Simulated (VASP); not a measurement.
# Cd (Pm-3m) in VASP: further runs

The runs below take Cd through single point, relaxation of cell and atoms, with PBE.

All numbers are computed with VASP 6.6.1; they aren't measurements. Logs are shortened: lines on timing, memory, paths and dates and some standing lists are left out, and cuts for length are marked.

## Step 1: The cell of the first run

The structure is cubic, space group Pm-3m (No. 221). Conventional cell: a = 3.009 Å, b = 3.009 Å, c = 3.009 Å, α = 90.00°, β = 90.00°, γ = 90.00°. Cd (site symmetry m-3m) has 6 Cd at 3.01 Å within 4.0 Å.

## Step 2: Single point, PBE

INCAR reads:

```
SYSTEM = Cd
PREC = Accurate
ENCUT = 520
EDIFF = 1E-6
ISMEAR = 0
SIGMA = 0.05
LREAL = .FALSE.
LASPH = .TRUE.
NELM = 100
ALGO = Normal
ISIF = 2
LWAVE = .FALSE.
LCHARG = .TRUE.
GGA = PE
LELF = .TRUE.
LVHAR = .TRUE.
NBANDS = 12
```

KPOINTS reads:

```
Automatic mesh
0
G
  7 7 7
  0 0 0
```

POSCAR reads:

```
Cd
1.0
    3.0094537478      0.0000000000      0.0000000000
    0.0000000000      3.0094537478      0.0000000000
    0.0000000000      0.0000000000      3.0094537478
Cd
1
Direct
    0.0000000000      0.0000000000      0.0000000000
```

Potentials or basis: VASP PAW PBE potentials, release 64 (Cd).

Command:

```sh
cat potpaw_PBE.64/Cd/POTCAR > POTCAR
mpirun -np 1 vasp_std > vasp.out
```

OUTCAR:

```text
SYSTEM = Cd
   PREC = Accurate
   ENCUT = 520
   EDIFF = 1E-6
   ISMEAR = 0
   LREAL = .FALSE.
   LASPH = .TRUE.
   NELM = 100
   ISIF = 2
   GGA = PE

 ion  position               nearest neighbor table
   1  0.000  0.000  0.000-

  LATTYP: Found a simple cubic cell.
 ALAT       =     3.0094537478

  Lattice vectors:

 A1 = (   3.0094537478,   0.0000000000,   0.0000000000)
 A2 = (   0.0000000000,   3.0094537478,   0.0000000000)
 A3 = (   0.0000000000,   0.0000000000,   3.0094537478)

Analysis of symmetry for initial positions (statically):
=====================================================================
 Subroutine PRICEL returns:
 Original cell was already a primitive cell.

 Routine SETGRP: Setting up the symmetry group for a
 simple cubic supercell.

 Subroutine GETGRP returns: Found 48 space group operations
 (whereof 48 operations were pure point group operations)
 out of a pool of 48 trial point group operations.

The static configuration has the point symmetry O_h .

Analysis of symmetry for dynamics (positions and initial velocities):
=====================================================================
 Subroutine PRICEL returns:
 Original cell was already a primitive cell.

 Routine SETGRP: Setting up the symmetry group for a
 simple cubic supercell.

 Subroutine GETGRP returns: Found 48 space group operations
 (whereof 48 operations were pure point group operations)
 out of a pool of 48 trial point group operations.

The dynamic configuration has the point symmetry O_h .

 Subroutine INISYM returns: Found 48 space group operations
 (whereof 48 operations are pure point group operations),
 and found     1 'primitive' translations

----------------------------------------------------------------------------------------

                                     Primitive cell

  volume of cell :      27.2561

  direct lattice vectors                    reciprocal lattice vectors
     3.009453748  0.000000000  0.000000000     0.332286217  0.000000000  0.000000000
     0.000000000  3.009453748  0.000000000     0.000000000  0.332286217  0.000000000
     0.000000000  0.000000000  3.009453748     0.000000000  0.000000000  0.332286217

  length of vectors
     3.009453748  3.009453748  3.009453748     0.332286217  0.332286217  0.332286217

  position of ions in fractional coordinates (direct lattice)
     0.000000000  0.000000000  0.000000000

  ion indices of the primitive-cell ions
   primitive index   ion index
                 1           1

----------------------------------------------------------------------------------------

 KPOINTS: Automatic mesh

Automatic generation of k-mesh.
 Grid dimensions read from file:
 generate k-points for:    7    7    7

 Generating k-lattice:

  Cartesian coordinates                     Fractional coordinates (reciprocal lattice)
     0.047469460  0.000000000  0.000000000     0.142857143  0.000000000  0.000000000
     0.000000000  0.047469460  0.000000000     0.000000000  0.142857143  0.000000000
     0.000000000  0.000000000  0.047469460     0.000000000  0.000000000  0.142857143

  Length of vectors
     0.047469460  0.047469460  0.047469460

  Shift w.r.t. Gamma in fractional coordinates (k-lattice)
     0.000000000  0.000000000  0.000000000

 Subroutine IBZKPT returns following result:
 ===========================================

 Found     20 irreducible k-points:

 Following reciprocal coordinates:
            Coordinates               Weight
  0.000000  0.000000  0.000000      1.000000
  0.142857  0.000000  0.000000      6.000000
  0.285714  0.000000  0.000000      6.000000
  0.428571  0.000000  0.000000      6.000000
  0.142857  0.142857  0.000000     12.000000
  0.285714  0.142857  0.000000     24.000000
[... 12 lines left out ...]
  0.428571  0.428571  0.285714     24.000000
  0.428571  0.428571  0.428571      8.000000
   k-points           NKPTS =     20   k-points in BZ     NKDIM =     20   number of bands    NBANDS=     12
   number of dos      NEDOS =    301   number of ions     NIONS =      1
   total plane-waves  NPLWV =  13824
   dimension x,y,z NGX =    24 NGY =   24 NGZ =   24
   dimension x,y,z NGXF=    48 NGYF=   48 NGZF=   48
   ions per type =               1
   NGX,Y,Z   is equivalent  to a cutoff of  13.26, 13.26, 13.26 a.u.
   NGXF,Y,Z  is equivalent  to a cutoff of  26.52, 26.52, 26.52 a.u.
 SYSTEM =  Cd
   PREC   = accura    normal or accurate (medium, high low for compatibility)
   ISTART =      0    job   : 0-new  1-cont  2-samecut
   ICHARG =      2    charge: 1-file 2-atom 10-const
   ISPIN  =      1    spin polarized calculation?
   LNONCOLLINEAR =      F non collinear calculations
   LSORBIT =      F    spin-orbit coupling
   LASPH  =      T    aspherical Exc in radial PAW
   ENCUT  =  520.0 eV  38.22 Ry    6.18 a.u.   5.60  5.60  5.60*2*pi/ulx,y,z
   NELM   =    100;   NELMIN=  2; NELMDL= -5     # of ELM steps
   EDIFF  = 0.1E-05   stopping-criterion for ELM
   LREAL  =      F    real-space projection
   EDIFFG = 0.1E-04   stopping-criterion for IOM
   NSW    =      0    number of steps for IOM
   IBRION =     -1    ionic relax: 0-MD 1-quasi-New 2-CG
   NFREE  =      0    steps in history (QN), initial steepest desc. (CG)
   ISIF   =      2    stress and relaxation
   ISYM   =      2    0-nonsym 1-usesym 2-fastsym
   POTIM  = 0.5000    time-step for ionic-motion
   TEBEG  =    0.0;   TEEND  =   0.0 temperature during run
   PSTRESS=    0.0 pullay stress
   NELECT =      12.0000    total number of electrons
   NUPDOWN=      -1.0000    fix difference up-down
   EMIN   =  10.00;   EMAX   =-10.00  energy-range for DOS
   EFERMI =   0.00;   METHOD = LEGACY
   ISMEAR =     0;   SIGMA  =   0.05  broadening in eV -4-tet -1-fermi 0-gaus
   EFERMI_NEDOS =   21; number of points for ismear=-14 and -15
   IALGO  =     38    algorithm
   IMIX   =      4    mixing-type and parameters
     AMIX     =   0.40;   BMIX     =  1.00
     AMIX_MAG =   1.60;   BMIX_MAG =  1.00
  volume/ion in A,a.u.               =      27.26       183.93
  Fermi-wavevector in a.u.,A,eV,Ry     =   1.245415  2.353494 21.103447  1.551060
  Thomas-Fermi vector in A             =   2.379639
   LORBIT       =      0    0 simple, 1 ext, 2 COOP (PROOUT), +10 PAW based schemes
   GGA     = PE    functional components
   LHFCALC =     F    Hartree Fock is set to
   AEXX    =    0.0000 exact exchange contribution
   IVDW    =     0    specifies the selected vdW correction
   LEPSILON=     F    determine dielectric tensor
   LRPA    =     F    only Hartree local field effects (RPA)
 non-spin polarized calculation
 Gauss-broadening in eV      SIGMA  =   0.05
  energy-cutoff  :      520.00
  volume of cell :       27.26
 maximum number of plane-waves:       742
 NGX is ok and might be reduce to    24
   NGX = 11   NGY = 11   NGZ = 11

 number of electron      12.0000007 magnetization

 Free energy of the ion-electron system (eV)
  ---------------------------------------------------
  ext. energy  EPLUGINS =         0.00000000
  ---------------------------------------------------
  free energy    TOTEN  =        -0.59455145 eV

  energy without entropy =       -0.59379290  energy(sigma->0) =       -0.59417218

 E-fermi :   1.2777     XC(G=0):  -9.7641

 val. band max:        1.0839607605   @ k =   0.4286   0.4286   0.1429
 cond. band min:       1.3266384560   @ k =   0.4286   0.1429   0.1429
 fundamental gap:      0.2426776956
 Fermi energy:         1.2777422346

 k-point     1 :       0.0000    0.0000    0.0000
  band No.  band energies     occupation
      1      -8.0408      2.00000
      2      -8.0408      2.00000
      3      -6.7760      2.00000
      4      -6.7760      2.00000
      5      -6.7760      2.00000
      6      -5.9677      2.00000
      7      11.0141      0.00000
      8      11.0141      0.00000
      9      11.0141      0.00000
     10      14.4422      0.00000
     11      14.4422      0.00000
     12      15.1992      0.00000

 k-point     2 :       0.1429    0.0000    0.0000
  band No.  band energies     occupation
      1      -8.0211      2.00000
      2      -7.9016      2.00000
      3      -6.8489      2.00000
      4      -6.8489      2.00000
      5      -6.7699      2.00000
      6      -5.5914      2.00000
      7       7.8991      0.00000
      8      11.4675      0.00000
      9      11.4675      0.00000
     10      14.5922      0.00000
     11      15.0604      0.00000
     12      18.3588      0.00000

 k-point     3 :       0.2857    0.0000    0.0000
  band No.  band energies     occupation
      1      -7.9765      2.00000
      2      -7.6305      2.00000
      3      -7.0080      2.00000
      4      -7.0080      2.00000
      5      -6.7560      2.00000
      6      -4.3896      2.00000
      7       3.9873      0.00000
      8      12.7176      0.00000
      9      12.7176      0.00000
     10      15.0377      0.00000
     11      15.5272      0.00000
     12      20.6268      0.00000
[... 226 lines left out ...]
 k-point    19 :       0.4286    0.4286    0.2857
  band No.  band energies     occupation
      1      -7.6858      2.00000
      2      -7.4522      2.00000
      3      -7.4435      2.00000
      4      -6.9294      2.00000
      5      -6.5162      2.00000
      6       2.1160      0.00000
      7       4.4572      0.00000
      8       5.5191      0.00000
      9       8.7825      0.00000
     10      10.9488      0.00000
     11      13.4049      0.00000
     12      13.4889      0.00000

 k-point    20 :       0.4286    0.4286    0.4286
  band No.  band energies     occupation
      1      -7.6477      2.00000
      2      -7.6276      2.00000
      3      -7.6276      2.00000
      4      -6.5056      2.00000
      5      -6.5056      2.00000
      6       3.7644      0.00000
      7       5.8049      0.00000
      8       5.8049      0.00000
      9       8.5611      0.00000
     10      10.0069      0.00000
     11      11.1433      0.00000
     12      11.1433      0.00000

------------------------ aborting loop because EDIFF is reached ----------------------------------------

  FORCE on cell =-STRESS in cart. coord.  units (eV):
  Direction    XX          YY          ZZ          XY          YZ          ZX
  --------------------------------------------------------------------------------------
  -------------------------------------------------------------------------------------
  Total        0.0359692      0.0359692      0.0359692      0.0000000      0.0000000     -0.0000000
  in kB        2.1143582      2.1143582      2.1143582      0.0000000      0.0000000     -0.0000000
  external PRESSURE =       2.1143582 kB  Pullay stress =       0.0000000 kB

 VOLUME and BASIS-vectors are now :
 -----------------------------------------------------------------------------
  energy-cutoff  :      520.00
  volume of cell :       27.26
      direct lattice vectors                 reciprocal lattice vectors
     3.009453748  0.000000000  0.000000000     0.332286217  0.000000000  0.000000000
     0.000000000  3.009453748  0.000000000     0.000000000  0.332286217  0.000000000
     0.000000000  0.000000000  3.009453748     0.000000000  0.000000000  0.332286217

 POSITION                                       TOTAL-FORCE (eV/Angst)
 -----------------------------------------------------------------------------------
      0.00000      0.00000      0.00000         0.000000      0.000000      0.000000
 -----------------------------------------------------------------------------------
    total drift:                                0.000000     -0.000000      0.000000

  FREE ENERGIE OF THE ION-ELECTRON SYSTEM (eV)
  ---------------------------------------------------
  free  energy   TOTEN  =        -0.5945514485 eV

  energy  without entropy=       -0.5937929041  energy(sigma->0) =       -0.59417218
```

It took 4.8 s on 1 thread of Intel Xeon Platinum 8375C at 2.90GHz (Ice Lake), shared host; peak memory 0.13 GiB.

Results:

- Free energy: -0.5946 eV
- Pressure: 0.2 GPa
- Band gap on the k mesh: zero (band 6 reaches 3.76 eV, above the bottom of band 7 at 0.57 eV)

## Step 3: Relaxation of cell and atoms, PBE

This run uses another cell than the first one, of 23.64 Å³/atom, 0.867 times its volume.

INCAR reads:

```
ALGO = Normal ; EDIFF = 1E-6
EDIFFG = -0.01 ; ENCUT = 600
GGA = PE ; IBRION = 2
ISIF = 3 ; ISMEAR = 0
LASPH = T ; LCHARG = F
LREAL = F ; LWAVE = F
NELM = 80 ; NSW = 60
PREC = Accurate ; SIGMA = 0.05
```

KPOINTS reads:

```
k-points
0
Gamma
  7 7 7
```

POSCAR reads:

```
Cd
1.0
    2.8700000000      0.0000000000      0.0000000000
    0.0000000000      2.8700000000      0.0000000000
    0.0000000000      0.0000000000      2.8700000000
Cd
1
Direct
    0.0000000000      0.0000000000      0.0000000000
```

Potentials or basis: VASP PAW PBE potentials, release 64 (Cd).

Command:

```sh
cat potpaw_PBE.64/Cd/POTCAR > POTCAR
mpirun -np 1 vasp_std > vasp.out
```

Run time: 20 s. Hardware: 1 thread of Intel Xeon Platinum 8375C at 2.90GHz (Ice Lake), shared host; peak memory 0.14 GiB.

It converged, with:

```
Free energy                            : -0.5927 eV
Relaxed volume                         : 27.41 Å³/atom
Relaxed cell                           : a = 3.015 Å, b = 3.015 Å, c = 3.015 Å, α = 90.00°, β = 90.00°, γ = 90.00°
Space group after relaxing (to 0.05 Å) : Pm-3m (No. 221)
Energy gained by relaxing              : 62.7 meV/atom
Ionic steps                            : 4
Pressure after relaxing                : 0.0 GPa
Band gap on the k mesh                 : zero (band 6 reaches 3.72 eV, above the bottom of band 7 at 0.54 eV)
```

Step by step:
```tsv
step	energy change (eV)	largest force (eV/Å)	pressure (GPa)	volume (Å³)
1	0.0000	0.0000	6.26	23.64
2	-0.0619	0.0000	0.51	26.94
3	-0.0627	0.0000	-0.06	27.49
4	-0.0627	0.0000	0.02	27.41
```

Final structure:
```cif
data_structure
_symmetry_space_group_name_H-M 'P 1'
_symmetry_Int_Tables_number 1
_cell_length_a 3.0150
_cell_length_b 3.0150
_cell_length_c 3.0150
_cell_angle_alpha 90.000
_cell_angle_beta 90.000
_cell_angle_gamma 90.000
_cell_volume 27.41
loop_
_atom_site_label
_atom_site_type_symbol
_atom_site_fract_x
_atom_site_fract_y
_atom_site_fract_z
_atom_site_occupancy
Cd1 Cd 0.00000 0.00000 0.00000 1
```

Levels at points of the mesh, in eV from the Fermi level:
```csv
k point,band 2,band 3,band 4,band 5,band 6,band 7,band 8,band 9,band 10
"(0.00, 0.00, 0.00)",-9.30,-8.05,-8.05,-8.05,-7.22,9.70,9.70,9.70,13.12
```

Caveat: the volume moved by over 15 % at a fixed basis, so the end points are rough.
